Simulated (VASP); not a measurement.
# Si6O11 (a cell with a defect) in VASP: a series of runs

Runs on Si6O11 (a cell with a defect). Level: PBE. Tasks: single point.

All numbers are computed with VASP 6.6.1; they aren't measurements. Logs are shortened: lines on timing, memory, paths and dates and some standing lists are left out, and cuts for length are marked.

## (1) The cell of the first run

The cell holds a defect, 17 atoms: a = 5.021 Å, b = 5.509 Å, c = 8.696 Å, α = 90.00°, β = 90.00°, γ = 90.00°.

## (2) Single point, PBE

The input, INCAR:

```
SYSTEM = Si6O11
  ALGO = Normal
  EDIFF = 1E-7
  ENCUT = 520
  GGA = PE
  ISIF = 2
  ISMEAR = 0
  LASPH = .TRUE.
  LCHARG = .FALSE.
  LREAL = Auto
  LWAVE = .FALSE.
  NBANDS = 59
  NELECT = 88.0
  NELM = 100
  PREC = Accurate
  SIGMA = 0.05
```

The input, KPOINTS:

```
k-points
0
G
  4 4 2
  0 0 0
```

The input, POSCAR:

```
Si6O11
1.0
   -2.5103274377      4.3480146658      0.0000000000
    0.0000000000      0.0000000000      5.5092660079
    7.5309823132      4.3480146658      0.0000000000
Si O
6 11
Direct
    0.7617495765      0.3333333333      0.2382504235
    0.2617495765      0.3333333333      0.7382504235
    0.9765008470      0.6666666667      0.5000000000
    0.4765008470      0.6666666667      0.0000000000
    0.2617495765      0.0000000000      0.2617495765
    0.7617495765      0.0000000000      0.7617495765
    0.0486521033      0.2055717715      0.2072260374
    0.5486521033      0.2055717715      0.7072260374
    0.7865130045      0.5389051049      0.3720609296
    0.2865130045      0.5389051049      0.8720609296
    0.6648348922      0.8722384382      0.9207130329
    0.2865130045      0.7944282285      0.1279390704
    0.7865130045      0.7944282285      0.6279390704
    0.6648348922      0.4610948951      0.0792869671
    0.1648348922      0.4610948951      0.5792869671
    0.5656184518      0.1147337941      0.2992968966
    0.0486521033      0.1277615618      0.7927739626
```

Potentials or basis: VASP PAW PBE potentials, release 64 (Si, O).

Command:

```sh
cat potpaw_PBE.64/Si/POTCAR potpaw_PBE.64/O/POTCAR > POTCAR
mpirun -np 1 vasp_std > vasp.out
```

OUTCAR:

```text
SYSTEM = Si6O11
   EDIFF = 1E-7
   ENCUT = 520
   GGA = PE
   ISIF = 2
   ISMEAR = 0
   LASPH = .TRUE.
   LREAL = Auto
   NELECT = 88.0
   NELM = 100
   PREC = Accurate

 ion  position               nearest neighbor table
   1  0.762  0.333  0.238-  14 1.63   7 1.63   9 1.63  16 1.64   5 3.12   5 3.12   3 3.12   4 3.12

   2  0.262  0.333  0.738-  15 1.63   8 1.63  17 1.63  10 1.63   6 3.12   6 3.12   4 3.12   3 3.12

   3  0.977  0.667  0.500-  13 1.63   9 1.63  15 1.63   5 3.12   6 3.12   1 3.12   2 3.12
   4  0.477  0.667  0.000-  12 1.63  10 1.63  11 1.63  14 1.63   6 3.12   5 3.12   2 3.12   1 3.12

   5  0.262  0.000  0.262-  12 1.63   7 1.63  16 1.68   3 3.12   4 3.12   1 3.12   1 3.12
   6  0.762  0.000  0.762-  11 1.63  17 1.63  13 1.63   8 1.63   4 3.12   3 3.12   2 3.12   2 3.12

   7  0.049  0.206  0.207-   1 1.63   5 1.63
   8  0.549  0.206  0.707-   2 1.63   6 1.63
   9  0.787  0.539  0.372-   3 1.63   1 1.63
  10  0.287  0.539  0.872-   4 1.63   2 1.63
  11  0.665  0.872  0.921-   6 1.63   4 1.63
  12  0.287  0.794  0.128-   4 1.63   5 1.63
  13  0.787  0.794  0.628-   3 1.63   6 1.63
  14  0.665  0.461  0.079-   1 1.63   4 1.63
  15  0.165  0.461  0.579-   2 1.63   3 1.63
  16  0.566  0.115  0.299-   1 1.64   5 1.68
  17  0.049  0.128  0.793-   6 1.63   2 1.63

  LATTYP: Found a simple orthorhombic cell.
 ALAT       =     5.0206548755
 B/A-ratio  =     1.0973201992
 C/A-ratio  =     1.7320508076

  Lattice vectors:

 A1 = (  -2.5103274377,   4.3480146658,   0.0000000000)
 A2 = (   0.0000000000,   0.0000000000,   5.5092660079)
 A3 = (   7.5309823132,   4.3480146658,   0.0000000000)

Analysis of symmetry for initial positions (statically):
=====================================================================
 Subroutine PRICEL returns:
 Original cell was already a primitive cell.

 Routine SETGRP: Setting up the symmetry group for a
 simple orthorhombic supercell.

 Subroutine GETGRP returns: Found  1 space group operations
 (whereof  1 operations were pure point group operations)
 out of a pool of  8 trial point group operations.

The static configuration has the point symmetry C_1 .

Analysis of symmetry for dynamics (positions and initial velocities):
=====================================================================
 Subroutine PRICEL returns:
 Original cell was already a primitive cell.

 Routine SETGRP: Setting up the symmetry group for a
 simple orthorhombic supercell.

 Subroutine GETGRP returns: Found  1 space group operations
 (whereof  1 operations were pure point group operations)
 out of a pool of  8 trial point group operations.

The dynamic configuration has the point symmetry C_1 .

 Subroutine INISYM returns: Found  1 space group operations
 (whereof  1 operations are pure point group operations),
 and found     1 'primitive' translations

----------------------------------------------------------------------------------------

                                     Primitive cell

  volume of cell :     240.5332

  direct lattice vectors                    reciprocal lattice vectors
    -2.510327438  4.348014666  0.000000000    -0.099588602  0.172492518  0.000000000
     0.000000000  0.000000000  5.509266008     0.000000000  0.000000000  0.181512383
     7.530982313  4.348014666  0.000000000     0.099588602  0.057497506  0.000000000

  length of vectors
     5.020654875  5.509266008  8.696029332     0.199177204  0.181512383  0.114995012

  position of ions in fractional coordinates (direct lattice)
     0.761749577  0.333333333  0.238250423
     0.261749577  0.333333333  0.738250423
     0.976500847  0.666666667  0.500000000
     0.476500847  0.666666667  0.000000000
     0.261749577  0.000000000  0.261749577
     0.761749577  0.000000000  0.761749577
[... 9 lines left out ...]
     0.565618452  0.114733794  0.299296897
     0.048652103  0.127761562  0.792773963

  ion indices of the primitive-cell ions
   primitive index   ion index
                 1           1
                 2           2
                 3           3
                 4           4
                 5           5
                 6           6
[... 9 lines left out ...]
                16          16
                17          17

----------------------------------------------------------------------------------------

 KPOINTS: k-points

Automatic generation of k-mesh.
 Grid dimensions read from file:
 generate k-points for:    4    4    2

 Generating k-lattice:

  Cartesian coordinates                     Fractional coordinates (reciprocal lattice)
    -0.024897150  0.043123130  0.000000000     0.250000000  0.000000000  0.000000000
     0.000000000  0.000000000  0.045378096     0.000000000  0.250000000  0.000000000
     0.049794301  0.028748753  0.000000000     0.000000000  0.000000000  0.500000000

  Length of vectors
     0.049794301  0.045378096  0.057497506

  Shift w.r.t. Gamma in fractional coordinates (k-lattice)
     0.000000000  0.000000000  0.000000000

 Subroutine IBZKPT returns following result:
 ===========================================

 Found     20 irreducible k-points:

 Following reciprocal coordinates:
            Coordinates               Weight
  0.000000  0.000000  0.000000      1.000000
  0.250000  0.000000  0.000000      2.000000
  0.500000  0.000000  0.000000      1.000000
  0.000000  0.250000  0.000000      2.000000
  0.250000  0.250000  0.000000      2.000000
  0.250000 -0.250000  0.000000      2.000000
[... 12 lines left out ...]
  0.250000  0.500000  0.500000      2.000000
  0.500000  0.500000  0.500000      1.000000
   k-points           NKPTS =     20   k-points in BZ     NKDIM =     20   number of bands    NBANDS=     59
   number of dos      NEDOS =    301   number of ions     NIONS =     17
   total plane-waves  NPLWV = 117600
   dimension x,y,z NGX =    40 NGY =   42 NGZ =   70
   dimension x,y,z NGXF=    80 NGYF=   84 NGZF=  140
   ions per type =               6  11
   NGX,Y,Z   is equivalent  to a cutoff of  13.24, 12.67, 13.38 a.u.
   NGXF,Y,Z  is equivalent  to a cutoff of  26.49, 25.35, 26.76 a.u.
 SYSTEM =  Si6O11
   PREC   = accura    normal or accurate (medium, high low for compatibility)
   ISTART =      0    job   : 0-new  1-cont  2-samecut
   ICHARG =      2    charge: 1-file 2-atom 10-const
   ISPIN  =      1    spin polarized calculation?
   LNONCOLLINEAR =      F non collinear calculations
   LSORBIT =      F    spin-orbit coupling
   LASPH  =      T    aspherical Exc in radial PAW
   ENCUT  =  520.0 eV  38.22 Ry    6.18 a.u.   9.34 10.24 16.17*2*pi/ulx,y,z
   NELM   =    100;   NELMIN=  2; NELMDL= -5     # of ELM steps
   EDIFF  = 0.1E-06   stopping-criterion for ELM
   LREAL  =      T    real-space projection
   EDIFFG = 0.1E-05   stopping-criterion for IOM
   NSW    =      0    number of steps for IOM
   IBRION =     -1    ionic relax: 0-MD 1-quasi-New 2-CG
   NFREE  =      0    steps in history (QN), initial steepest desc. (CG)
   ISIF   =      2    stress and relaxation
   ISYM   =      2    0-nonsym 1-usesym 2-fastsym
   POTIM  = 0.5000    time-step for ionic-motion
   TEBEG  =    0.0;   TEEND  =   0.0 temperature during run
   PSTRESS=    0.0 pullay stress
   NELECT =      88.0000    total number of electrons
   NUPDOWN=      -1.0000    fix difference up-down
   EMIN   =  10.00;   EMAX   =-10.00  energy-range for DOS
   EFERMI =   0.00;   METHOD = LEGACY
   ISMEAR =     0;   SIGMA  =   0.05  broadening in eV -4-tet -1-fermi 0-gaus
   EFERMI_NEDOS =   21; number of points for ismear=-14 and -15
   IALGO  =     38    algorithm
   IMIX   =      4    mixing-type and parameters
     AMIX     =   0.40;   BMIX     =  1.00
     AMIX_MAG =   1.60;   BMIX_MAG =  1.00
  volume/ion in A,a.u.               =      14.15        95.48
  Fermi-wavevector in a.u.,A,eV,Ry     =   1.170875  2.212634 18.652897  1.370949
  Thomas-Fermi vector in A             =   2.307327
   LORBIT       =      0    0 simple, 1 ext, 2 COOP (PROOUT), +10 PAW based schemes
   GGA     = PE    functional components
   LHFCALC =     F    Hartree Fock is set to
   AEXX    =    0.0000 exact exchange contribution
   IVDW    =     0    specifies the selected vdW correction
   LEPSILON=     F    determine dielectric tensor
   LRPA    =     F    only Hartree local field effects (RPA)
 non-spin polarized calculation
 Gauss-broadening in eV      SIGMA  =   0.05
  energy-cutoff  :      520.00
  volume of cell :      240.53
 maximum number of plane-waves:      6512
 NGX is ok and might be reduce to    40
   NGX = 19   NGY = 21   NGZ = 33

 number of electron      87.9999992 magnetization

 Free energy of the ion-electron system (eV)
  ---------------------------------------------------
  ext. energy  EPLUGINS =         0.00000000
  ---------------------------------------------------
  free energy    TOTEN  =      -133.52699697 eV

  energy without entropy =     -133.51471222  energy(sigma->0) =     -133.52085460

 E-fermi :   0.6006     XC(G=0):  -8.5778

 val. band max:        0.5840210745   @ k =   0.0000   0.2500   0.5000
 cond. band min:       0.6155196320   @ k =   0.5000   0.0000   0.5000
 fundamental gap:      0.0314985575
 Fermi energy:         0.6005983393

 k-point     1 :       0.0000    0.0000    0.0000
  band No.  band energies     occupation
      1     -18.9535      2.00000
      2     -18.5156      2.00000
      3     -18.0864      2.00000
      4     -17.6802      2.00000
      5     -17.6206      2.00000
      6     -17.3447      2.00000
[... 48 lines left out ...]
     55      10.2727      0.00000
     56      10.6803      0.00000

 k-point     2 :       0.2500    0.0000    0.0000
  band No.  band energies     occupation
      1     -18.8478      2.00000
      2     -18.4338      2.00000
      3     -18.1589      2.00000
      4     -17.7669      2.00000
      5     -17.6424      2.00000
      6     -17.3819      2.00000
[... 48 lines left out ...]
     55      10.3599      0.00000
     56      10.6199      0.00000

 k-point     3 :       0.5000    0.0000    0.0000
  band No.  band energies     occupation
      1     -18.6843      2.00000
      2     -18.3711      2.00000
      3     -18.2355      2.00000
      4     -17.9198      2.00000
      5     -17.6398      2.00000
      6     -17.4041      2.00000
[... 936 lines left out ...]
 k-point    19 :       0.2500    0.5000    0.5000
  band No.  band energies     occupation
      1     -18.7397      2.00000
      2     -18.3856      2.00000
      3     -18.1714      2.00000
      4     -18.0452      2.00000
      5     -17.6039      2.00000
      6     -17.3849      2.00000
[... 48 lines left out ...]
     55      10.2923      0.00000
     56      10.4855      0.00000

 k-point    20 :       0.5000    0.5000    0.5000
  band No.  band energies     occupation
      1     -18.6647      2.00000
      2     -18.3772      2.00000
      3     -18.0941      2.00000
      4     -17.9616      2.00000
      5     -17.6856      2.00000
      6     -17.4967      2.00000
[... 48 lines left out ...]
     55      10.3694      0.00000
     56      10.4536      0.00000
 [bands above 56 left out]

------------------------ aborting loop because EDIFF is reached ----------------------------------------

  FORCE on cell =-STRESS in cart. coord.  units (eV):
  Direction    XX          YY          ZZ          XY          YZ          ZX
  --------------------------------------------------------------------------------------
  -------------------------------------------------------------------------------------
  Total      -17.9182312    -18.9730236    -17.3498276      0.2207753     -0.8808085      3.4543478
  in kB     -119.3522505   -126.3781584   -115.5661487      1.4705711     -5.8670121     23.0092013
  external PRESSURE =    -120.4321859 kB  Pullay stress =       0.0000000 kB

 VOLUME and BASIS-vectors are now :
 -----------------------------------------------------------------------------
  energy-cutoff  :      520.00
  volume of cell :      240.53
      direct lattice vectors                 reciprocal lattice vectors
    -2.510327438  4.348014666  0.000000000    -0.099588602  0.172492518  0.000000000
     0.000000000  0.000000000  5.509266008     0.000000000  0.000000000  0.181512383
     7.530982313  4.348014666  0.000000000     0.099588602  0.057497506  0.000000000

 POSITION                                       TOTAL-FORCE (eV/Angst)
 -----------------------------------------------------------------------------------
     -0.11798      4.34801      1.83642        -0.498690     -1.240873      0.281215
      4.90267      4.34801      1.83642         0.937219      1.192196     -0.166456
      1.31415      6.41985      3.67284         2.383275     -0.625617     -2.448366
     -1.19617      2.07183      3.67284        -1.162102      0.007152     -0.789000
      1.31415      2.27618      0.00000        -3.491000      0.613801      1.496003
      3.82448      6.62420      0.00000         0.960106      0.382763      1.076119
[... 9 lines left out ...]
      0.83411      3.76066      0.63210         1.276851     -1.707983     -0.908415
      5.84823      3.65853      0.70387        -0.336399     -0.140024      0.041001
 -----------------------------------------------------------------------------------
    total drift:                                0.003625     -0.008091     -0.000080

  FREE ENERGIE OF THE ION-ELECTRON SYSTEM (eV)
  ---------------------------------------------------
  free  energy   TOTEN  =      -133.5269969739 eV

  energy  without entropy=     -133.5147122243  energy(sigma->0) =     -133.52085460
```

Wall time 24 min (1 thread of Intel Xeon 8259CL, shared host); peak memory 0.4 GiB.

What came out:

```
Free energy   : -133.5270 eV
Largest force : 3.847 eV/Å
```

Forces in eV/Å, atoms in the order of the input:
```
Si  -0.499 -1.241  0.281
Si   0.937  1.192 -0.166
Si   2.383 -0.626 -2.448
Si  -1.162  0.007 -0.789
Si  -3.491  0.614  1.496
Si   0.960  0.383  1.076
O    0.335  1.313 -1.040
O   -0.237 -0.171 -0.100
O    0.055  0.796  1.212
O    0.022 -0.011  0.162
O    0.084 -0.045 -0.130
O    2.104  0.101  0.715
O   -1.673  0.014 -0.078
O    0.538  0.489 -0.462
O   -1.298 -0.967  1.139
O    1.277 -1.708 -0.908
O   -0.336 -0.140  0.041
```

Levels at points of the mesh, in eV from the Fermi level:
| k point | band 42 | band 43 | band 44 | band 45 | band 46 | band 47 |
| --- | --- | --- | --- | --- | --- | --- |
| (0.00, 0.00, 0.00) | -0.59 | -0.27 | -0.04 | -0.02 | 3.87 | 6.35 |
| (0.50, 0.00, 0.00) | -0.64 | -0.19 | -0.05 | 0.07 | 3.72 | 6.40 |
| (0.00, 0.50, 0.00) | -0.45 | -0.27 | -0.05 | 0.11 | 3.70 | 6.33 |
| (0.50, 0.50, 0.00) | -0.61 | -0.54 | -0.37 | 0.15 | 3.86 | 6.66 |
| (0.00, 0.00, 0.50) | -0.63 | -0.25 | -0.07 | 0.12 | 3.76 | 6.27 |
| (0.50, 0.00, 0.50) | -0.61 | -0.19 | -0.05 | 0.01 | 3.74 | 6.42 |
| (0.00, 0.50, 0.50) | -0.52 | -0.33 | -0.04 | 0.16 | 3.68 | 6.35 |
| (0.50, 0.50, 0.50) | -0.57 | -0.54 | -0.30 | 0.07 | 3.85 | 6.75 |

Caveat: the k points lie up to 0.36 Å⁻¹ apart; the cell carries a net charge on a neutralising background, which shifts energy and pressure; the cell differs from its parent crystal (atoms taken out, atom 16 moved 0.000 of the way to it and +0.125 Å across, host rigid); the cell is charged against a uniform background, so pressure and absolute levels hang on convention.

[end of part 1 of 2]
